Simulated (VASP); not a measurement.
# Hf (Pm-3m) in VASP: settings compared

Aim: see how the results for Hf move with the level of theory and the settings. Levels: PBEsol-based global hybrid, PBE0. Tasks: single point.

Program: VASP 6.6.1. These are calculated values, not measurements. Logs are shortened: lines on timing, memory, paths and dates and some standing lists are left out, and cuts for length are marked.

## (1) The cell of the first run

It takes space group Pm-3m (No. 221, cubic). Conventional cell: a = 2.897 Å, b = 2.897 Å, c = 2.897 Å, α = 90.00°, β = 90.00°, γ = 90.00°. Hf (site symmetry m-3m) has 6 Hf at 2.90 Å within 3.8 Å.

## (2) Single point, PBEsol-based global hybrid

Contents of POSCAR:

```
Hf
1.0
    2.8965795173      0.0000000000      0.0000000000
    0.0000000000      2.8965795173      0.0000000000
    0.0000000000      0.0000000000      2.8965795173
Hf
1
Direct
    0.5000000000      0.5000000000      0.5000000000
```

Contents of INCAR.step1:

```
SYSTEM = Hf
PREC     = Accurate       ! precision mode
ENCUT    = 520            ! plane-wave cutoff, eV
EDIFF    = 1E-5           ! SCF threshold, eV
ISMEAR   = -1             ! smearing method
SIGMA    = 0.05           ! smearing width, eV
LREAL    = .False.        ! projectors in reciprocal space
LASPH    = .True.         ! aspherical terms in the spheres
NELM     = 60             ! most SCF steps
ALGO     = Normal         ! electronic algorithm
ISIF     = 2              ! what is computed and relaxed
LWAVE    = .True.         ! write WAVECAR
LCHARG   = .False.        ! write CHGCAR
NBANDS   = 11             ! bands
GGA      = PE             ! functional
```

Contents of INCAR.step2:

```
SYSTEM = Hf
PREC     = Accurate       ! precision mode
ENCUT    = 520            ! plane-wave cutoff, eV
EDIFF    = 1E-7           ! SCF threshold, eV
ISMEAR   = -1             ! smearing method
SIGMA    = 0.05           ! smearing width, eV
LREAL    = .False.        ! projectors in reciprocal space
LASPH    = .True.         ! aspherical terms in the spheres
NELM     = 60             ! most SCF steps
ALGO     = Normal         ! electronic algorithm
ISIF     = 2              ! what is computed and relaxed
LWAVE    = .False.        ! write WAVECAR
LCHARG   = .False.        ! write CHGCAR
GGA      = PS             ! functional
LHFCALC  = .True.         ! exact exchange
AEXX     = 0.25           ! exact-exchange fraction
PRECFOCK = Normal       
NBANDS   = 11             ! bands
ISTART   = 1
```

Contents of KPOINTS:

```
Automatic mesh
0
Gamma
  5 5 5
  0 0 0
```

Potentials or basis: VASP PAW PBE potentials, release 64 (Hf_pv).

On the command line:

```bash
$ cat potpaw_PBE.64/Hf_pv/POTCAR > POTCAR
$ cp INCAR.step1 INCAR
$ mpirun -np 1 vasp_std > vasp.out
$ cp INCAR.step2 INCAR
$ mpirun -np 1 vasp_std > vasp.out
```

OUTCAR:

```text
SYSTEM = Hf
   PREC = Accurate
   ENCUT = 520
   EDIFF = 1E-7
   ISMEAR = -1
   LREAL = .False.
   LASPH = .True.
   NELM = 60
   ISIF = 2
   GGA = PS
   LHFCALC = .True.
   AEXX = 0.25
   PRECFOCK = Normal
   ISTART = 1

 ion  position               nearest neighbor table
   1  0.500  0.500  0.500-

  LATTYP: Found a simple cubic cell.
 ALAT       =     2.8965795173

  Lattice vectors:

 A1 = (   2.8965795173,   0.0000000000,   0.0000000000)
 A2 = (   0.0000000000,   2.8965795173,   0.0000000000)
 A3 = (   0.0000000000,   0.0000000000,   2.8965795173)

Analysis of symmetry for initial positions (statically):
=====================================================================
 Subroutine PRICEL returns:
 Original cell was already a primitive cell.

 Routine SETGRP: Setting up the symmetry group for a
 simple cubic supercell.

 Subroutine GETGRP returns: Found 48 space group operations
 (whereof 48 operations were pure point group operations)
 out of a pool of 48 trial point group operations.

The static configuration has the point symmetry O_h .

Analysis of symmetry for dynamics (positions and initial velocities):
=====================================================================
 Subroutine PRICEL returns:
 Original cell was already a primitive cell.

 Routine SETGRP: Setting up the symmetry group for a
 simple cubic supercell.

 Subroutine GETGRP returns: Found 48 space group operations
 (whereof 48 operations were pure point group operations)
 out of a pool of 48 trial point group operations.

The dynamic configuration has the point symmetry O_h .

 Subroutine INISYM returns: Found 48 space group operations
 (whereof 48 operations are pure point group operations),
 and found     1 'primitive' translations

----------------------------------------------------------------------------------------

                                     Primitive cell

  volume of cell :      24.3028

  direct lattice vectors                    reciprocal lattice vectors
     2.896579517  0.000000000  0.000000000     0.345234783  0.000000000  0.000000000
     0.000000000  2.896579517  0.000000000     0.000000000  0.345234783  0.000000000
     0.000000000  0.000000000  2.896579517     0.000000000  0.000000000  0.345234783

  length of vectors
     2.896579517  2.896579517  2.896579517     0.345234783  0.345234783  0.345234783

  position of ions in fractional coordinates (direct lattice)
     0.500000000  0.500000000  0.500000000

  ion indices of the primitive-cell ions
   primitive index   ion index
                 1           1

----------------------------------------------------------------------------------------

 KPOINTS: Automatic mesh

Automatic generation of k-mesh.
 Grid dimensions read from file:
 generate k-points for:    5    5    5

 Generating k-lattice:

  Cartesian coordinates                     Fractional coordinates (reciprocal lattice)
     0.069046957  0.000000000  0.000000000     0.200000000  0.000000000  0.000000000
     0.000000000  0.069046957  0.000000000     0.000000000  0.200000000  0.000000000
     0.000000000  0.000000000  0.069046957     0.000000000  0.000000000  0.200000000

  Length of vectors
     0.069046957  0.069046957  0.069046957

  Shift w.r.t. Gamma in fractional coordinates (k-lattice)
     0.000000000  0.000000000  0.000000000

 Subroutine IBZKPT returns following result:
 ===========================================

 Found     10 irreducible k-points:

 Following reciprocal coordinates:
            Coordinates               Weight
  0.000000  0.000000  0.000000      1.000000
  0.200000  0.000000  0.000000      6.000000
  0.400000  0.000000  0.000000      6.000000
  0.200000  0.200000  0.000000     12.000000
  0.400000  0.200000  0.000000     24.000000
  0.400000  0.400000  0.000000     12.000000
  0.200000  0.200000  0.200000      8.000000
  0.400000  0.200000  0.200000     24.000000
  0.400000  0.400000  0.200000     24.000000
  0.400000  0.400000  0.400000      8.000000
   k-points           NKPTS =     10   k-points in BZ     NKDIM =    125   number of bands    NBANDS=     11
   number of dos      NEDOS =    301   number of ions     NIONS =      1
   total plane-waves  NPLWV =  13824
   dimension x,y,z NGX =    24 NGY =   24 NGZ =   24
   dimension x,y,z NGXF=    48 NGYF=   48 NGZF=   48
   ions per type =               1
   NGX,Y,Z   is equivalent  to a cutoff of  13.77, 13.77, 13.77 a.u.
   NGXF,Y,Z  is equivalent  to a cutoff of  27.55, 27.55, 27.55 a.u.
 SYSTEM =  Hf
   PREC   = accura    normal or accurate (medium, high low for compatibility)
   ISTART =      1    job   : 0-new  1-cont  2-samecut
   ICHARG =      0    charge: 1-file 2-atom 10-const
   ISPIN  =      1    spin polarized calculation?
   LNONCOLLINEAR =      F non collinear calculations
   LSORBIT =      F    spin-orbit coupling
   LASPH  =      T    aspherical Exc in radial PAW
   ENCUT  =  520.0 eV  38.22 Ry    6.18 a.u.   5.39  5.39  5.39*2*pi/ulx,y,z
   NELM   =     60;   NELMIN=  2; NELMDL=  0     # of ELM steps
   EDIFF  = 0.1E-06   stopping-criterion for ELM
   LREAL  =      F    real-space projection
   EDIFFG = 0.1E-05   stopping-criterion for IOM
   NSW    =      0    number of steps for IOM
   IBRION =     -1    ionic relax: 0-MD 1-quasi-New 2-CG
   NFREE  =      0    steps in history (QN), initial steepest desc. (CG)
   ISIF   =      2    stress and relaxation
   ISYM   =      3    0-nonsym 1-usesym 2-fastsym
   POTIM  = 0.5000    time-step for ionic-motion
   TEBEG  =    0.0;   TEEND  =   0.0 temperature during run
   PSTRESS=    0.0 pullay stress
   NELECT =      10.0000    total number of electrons
   NUPDOWN=      -1.0000    fix difference up-down
   EMIN   =  10.00;   EMAX   =-10.00  energy-range for DOS
   EFERMI =   0.00;   METHOD = LEGACY
   ISMEAR =    -1;   SIGMA  =   0.05  broadening in eV -4-tet -1-fermi 0-gaus
   EFERMI_NEDOS =   21; number of points for ismear=-14 and -15
   IALGO  =     38    algorithm
   IMIX   =      1    mixing-type and parameters
     AMIX     =   0.40;   BMIX     =  1.00
     AMIX_MAG =   1.60;   BMIX_MAG =  1.00
  volume/ion in A,a.u.               =      24.30       164.00
  Fermi-wavevector in a.u.,A,eV,Ry     =   1.217651  2.301026 20.172993  1.482673
  Thomas-Fermi vector in A             =   2.352964
   LORBIT       =      0    0 simple, 1 ext, 2 COOP (PROOUT), +10 PAW based schemes
   GGA     = PS    functional components
   LHFCALC =     T    Hartree Fock is set to
   PRECFOCK=normal    Normal, Fast or Accurate (Low or Medium for compatibility)
   ENCUT4O =  -1.0   cutoff for four orbital integrals eV
   NKREDX  =     1    reduce k-point grid by
   NKREDY  =     1    reduce k-point grid by
   NKREDZ  =     1    reduce k-point grid by
   AEXX    =    0.2500 exact exchange contribution
   HFSCREEN=    0.0000 screening length (either q_TF or 0.3 A-1)
   HFSCREENC=   0.0000 screening length for correlation (either q_TF or 0.3 A-1)
   ENCUTFOCK=  -1.0 apply spherical cutoff to Coloumb kernel
   IVDW    =     0    specifies the selected vdW correction
   LEPSILON=     F    determine dielectric tensor
   LRPA    =     F    only Hartree local field effects (RPA)
 non-spin polarized calculation
  energy-cutoff  :      520.00
  volume of cell :       24.30
 maximum number of plane-waves:       691
 NGX is ok and might be reduce to    24
  NGX = 18; NGY = 18; NGZ = 18

 number of electron      10.0000002 magnetization

 Free energy of the ion-electron system (eV)
  ---------------------------------------------------
  ext. energy  EPLUGINS =         0.00000000
  ---------------------------------------------------
  free energy    TOTEN  =       -11.29690909 eV

  energy without entropy =      -11.29408663  energy(sigma->0) =      -11.29549786

 E-fermi :   3.6205     XC(G=0):  -8.6226

 val. band max:        3.4998519599   @ k =   0.2000   0.2000   0.0000
 cond. band min:       4.3601863859   @ k =   0.2000   0.2000   0.2000
 fundamental gap:      0.8603344260
 Fermi energy:         3.6204997476

 k-point     1 :       0.0000    0.0000    0.0000
  band No.  band energies     occupation
      1     -28.9970      2.00000
      2     -28.9970      2.00000
      3     -28.9970      2.00000
      4      -4.2701      2.00000
      5       1.5091      2.00000
      6       1.5091      2.00000
      7      11.5523      0.00000
      8      11.5523      0.00000
      9      11.5523      0.00000
     10      17.9716      0.00000
     11      17.9716      0.00000

 k-point     2 :       0.2000    0.0000    0.0000
  band No.  band energies     occupation
      1     -29.3985      2.00000
      2     -28.9628      2.00000
      3     -28.9628      2.00000
      4      -3.1608      2.00000
      5       1.9390      2.00000
      6       2.5312      2.00000
      7       9.8360      0.00000
      8       9.8360      0.00000
      9      11.6886      0.00000
     10      14.6810      0.00000
     11      18.4471      0.00000

 k-point     3 :       0.4000    0.0000    0.0000
  band No.  band energies     occupation
      1     -30.0011      2.00000
      2     -28.9061      2.00000
      3     -28.9061      2.00000
      4      -0.9209      2.00000
      5       2.7519      2.00000
      6       3.2071      1.99949
      7       8.0295      0.00000
      8       8.0295      0.00000
      9      11.9176      0.00000
     10      13.9721      0.00000
     11      18.1224      0.00000

 k-point     4 :       0.2000    0.2000    0.0000
  band No.  band energies     occupation
      1     -29.3773      2.00000
      2     -29.3340      2.00000
      3     -28.9290      2.00000
      4      -2.0797      2.00000
      5       2.5781      2.00000
      6       3.4999      1.83562
      7       7.8613      0.00000
      8       9.7962      0.00000
      9      10.3645      0.00000
     10      16.4257      0.00000
     11      16.6391      0.00000

 k-point     5 :       0.4000    0.2000    0.0000
  band No.  band energies     occupation
      1     -29.9431      2.00000
      2     -29.2850      2.00000
      3     -28.8751      2.00000
      4       0.0977      2.00000
      5       2.3893      2.00000
      6       4.7063      0.00000
      7       7.8271      0.00000
      8       8.2946      0.00000
      9      10.4709      0.00000
     10      14.4558      0.00000
     11      18.4437      0.00000

 k-point     6 :       0.4000    0.4000    0.0000
  band No.  band energies     occupation
      1     -29.8554      2.00000
      2     -29.8394      2.00000
      3     -28.8227      2.00000
      4       0.3229      2.00000
      5       2.3494      2.00000
      6       8.0163      0.00000
      7       8.1123      0.00000
      8       8.7092      0.00000
      9       8.8520      0.00000
     10      14.2183      0.00000
     11      17.3707      0.00000

 k-point     7 :       0.2000    0.2000    0.2000
  band No.  band energies     occupation
      1     -29.3549      2.00000
      2     -29.2942      2.00000
      3     -29.2942      2.00000
      4      -1.0538      2.00000
      5       4.3602      0.00000
      6       4.3602      0.00000
      7       7.8965      0.00000
      8       8.3357      0.00000
      9       8.3357      0.00000
     10      17.7771      0.00000
     11      18.4511      0.00000

 k-point     8 :       0.4000    0.2000    0.2000
  band No.  band energies     occupation
      1     -29.8889      2.00000
      2     -29.2638      2.00000
      3     -29.2281      2.00000
      4       0.8915      2.00000
      5       3.2413      1.99898
      6       5.1199      0.00000
      7       6.1704      0.00000
      8       8.7563      0.00000
      9       9.7031      0.00000
     10      15.5242      0.00000
     11      18.4476      0.00000

 k-point     9 :       0.4000    0.4000    0.2000
  band No.  band energies     occupation
      1     -29.8072      2.00000
      2     -29.7915      2.00000
      3     -29.1819      2.00000
      4       0.8414      2.00000
      5       4.4196      0.00000
      6       5.3412      0.00000
      7       6.2432      0.00000
      8      10.2827      0.00000
      9      10.5837      0.00000
     10      15.8549      0.00000
     11      16.2920      0.00000

 k-point    10 :       0.4000    0.4000    0.4000
  band No.  band energies     occupation
      1     -29.7304      2.00000
      2     -29.7101      2.00000
      3     -29.7101      2.00000
      4       1.6716      2.00000
      5       2.5929      2.00000
      6       2.5929      2.00000
      7      10.9236      0.00000
      8      10.9236      0.00000
      9      11.9515      0.00000
     10      13.1244      0.00000
     11      18.0224      0.00000

------------------------ aborting loop because EDIFF is reached ----------------------------------------

  FORCE on cell =-STRESS in cart. coord.  units (eV):
  Direction    XX          YY          ZZ          XY          YZ          ZX
  --------------------------------------------------------------------------------------
  -------------------------------------------------------------------------------------
  Total       -0.2660218     -0.2660218     -0.2660218      0.0000000     -0.0000000      0.0000000
  in kB      -17.5376510    -17.5376510    -17.5376510      0.0000000     -0.0000000      0.0000000
  external PRESSURE =     -17.5376510 kB  Pullay stress =       0.0000000 kB

 VOLUME and BASIS-vectors are now :
 -----------------------------------------------------------------------------
  energy-cutoff  :      520.00
  volume of cell :       24.30
      direct lattice vectors                 reciprocal lattice vectors
     2.896579517  0.000000000  0.000000000     0.345234783  0.000000000  0.000000000
     0.000000000  2.896579517  0.000000000     0.000000000  0.345234783  0.000000000
     0.000000000  0.000000000  2.896579517     0.000000000  0.000000000  0.345234783

 POSITION                                       TOTAL-FORCE (eV/Angst)
 -----------------------------------------------------------------------------------
      1.44829      1.44829      1.44829         0.000000      0.000000      0.000000
 -----------------------------------------------------------------------------------
    total drift:                                0.000000      0.000000      0.000000

  FREE ENERGIE OF THE ION-ELECTRON SYSTEM (eV)
  ---------------------------------------------------
  free  energy   TOTEN  =       -11.2969090935 eV

  energy  without entropy=      -11.2940866281  energy(sigma->0) =      -11.29549786
```

Wall time 2.2 min (1 thread of Intel Xeon 6975P-C (Granite Rapids), shared host); peak memory 0.15 GiB.

What came out:

```
Free energy            : -11.2969 eV
Pressure               : -1.8 GPa
Band gap on the k mesh : zero (band 5 reaches 4.42 eV, above the bottom of band 6 at 1.51 eV)
```

Levels at points of the mesh, in eV from the Fermi level:
```
           k point  band 2  band 3  band 4  band 5  band 6  band 7  band 8  band 9
(0.00, 0.00, 0.00)  -32.62  -32.62   -7.89   -2.11   -2.11    7.93    7.93    7.93
```

Caveat: the k points lie up to 0.43 Å⁻¹ apart; the PAW data sets were made with another functional, which shifts forces and pressure a little; spin-orbit coupling is left out, which moves the levels of the heavy elements.

[end of part 1 of 2]
